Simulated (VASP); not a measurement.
Write the native input for VASP 6.6.1 that does the following.

```
Task                   : single point
Functional             : PBE
Potentials or basis    : VASP PAW PBE potentials, release 64 (Al, O, H)
Cutoff                 : 520 eV
k mesh                 : 5 × 5 × 1
Occupations            : gaussian, width 0.1 eV
Spin                   : collinear spin, ferromagnetic start
Starting moments       : [0.0, 0.0, 0.0, 0.0, 0.0, 0.0, 0.0, 0.0, 0.0, 0.0, 0.0, 0.0, 1.0, 0.0] μB
Dipole correction      : yes
Further INCAR settings : ALGO = Normal; EDIFF = 1e-06; NBANDS = 38
```

The structure of Al12HO lies in POSCAR:

```
Al12HO
1.0
    5.7143028096      0.0000000000      0.0000000000
    0.0000000000      5.7143028096      0.0000000000
    0.0000000000      0.0000000000     22.1750227687
Al O H
12 1 1
Direct
    0.2500000000      0.2500000000      0.1803831293
    0.2500000000      0.7500000000      0.1803831293
    0.7500000000      0.2500000000      0.1803831293
    0.7500000000      0.7500000000      0.1803831293
    0.0000000000      0.0000000000      0.2744094920
    0.0000000000      0.5000000000      0.2744094920
    0.5000000000      0.0000000000      0.2744094920
    0.5000000000      0.5000000000      0.2744094920
    0.2500000000      0.2500000000      0.3686590473
    0.2500000000      0.7500000000      0.3686590473
    0.7500000000      0.2500000000      0.3686590473
    0.7500000000      0.7500000000      0.3686590473
    0.5000000000      0.5000000000      0.3776782038
    0.5320271270      0.5320271270      0.4212373846
```

The input as run:

INCAR

```
PREC = Accurate
ENCUT = 520
EDIFF = 1E-6
ISMEAR = 0
SIGMA = 0.1
LREAL = F
LASPH = T
NELM = 150
ALGO = Normal
ISIF = 2
LWAVE = F
LCHARG = T
ISPIN = 2
MAGMOM = 0 0 0 0 0 0 0 0 0 0 0 0 1 0
LORBIT = 11
LDIPOL = T
IDIPOL = 3
DIPOL = 0.5 0.5 0.292
GGA = PE
LELF = T
LVHAR = T
LVACPOTAV = T
NBANDS = 38
```

KPOINTS

```
Automatic mesh
0
Gamma
  5 5 1
```

Potentials or basis: VASP PAW PBE potentials, release 64 (Al, O, H).

The run is started by

```bash
$ cat potpaw_PBE.64/Al/POTCAR potpaw_PBE.64/O/POTCAR potpaw_PBE.64/H/POTCAR > POTCAR
$ mpirun -np 1 vasp_std > vasp.out
```

It gave:

```
Largest force                                         : 2.851 eV/Å
Net moment                                            : 0.00 μB per cell
Valence electrons inside the program's atomic spheres : Al 0.76, 0.77, 0.75 (each value once); O 5.20; H 0.69
```

Run time: 23 min on 1 thread of Oxide Virtual Turin-like Processor (shared host), peak memory 1 GiB.
